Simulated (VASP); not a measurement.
A run of VASP 6.6.1:

Contents of INCAR:

```
SYSTEM = Ti
PREC = Accurate
ENCUT = 400
EDIFF = 1E-8
ISMEAR = -1
SIGMA = 0.05
LREAL = .FALSE.
LASPH = .TRUE.
NELM = 120
ALGO = Normal
ISIF = 2
LWAVE = .FALSE.
LCHARG = .FALSE.
GGA = PS
LEFG = .TRUE.
NBANDS = 19
GGA_COMPAT = .FALSE.
```

Contents of KPOINTS:

```
regular mesh
0
G
  9 9 9
  0 0 0
```

File POSCAR:

```
Ti
1.0
    0.0000000000      2.7912246522      2.7912246522
    2.7912246522      0.0000000000      2.7912246522
    2.7912246522      2.7912246522      0.0000000000
Ti
2
Direct
   -0.0875000000     -0.1375000000     -0.1375000000
    0.0875000000      0.1375000000      0.1375000000
```

Potentials or basis: VASP PAW PBE potentials, release 64 (Ti_sv).

The run is started by

```console
$ cat potpaw_PBE.64/Ti_sv/POTCAR > POTCAR
$ mpirun -np 1 vasp_std > vasp.out
```

Hardware: 1 thread of Intel Xeon 8259CL, with other jobs on the host.

**Question.** How long does it take, and how much memory?

**Answer.** Wall time 120 s on 1 thread of Intel Xeon 8259CL, with other jobs on the host, peak memory 0.18 GiB. Counts: scf iterations 16, k points 85.
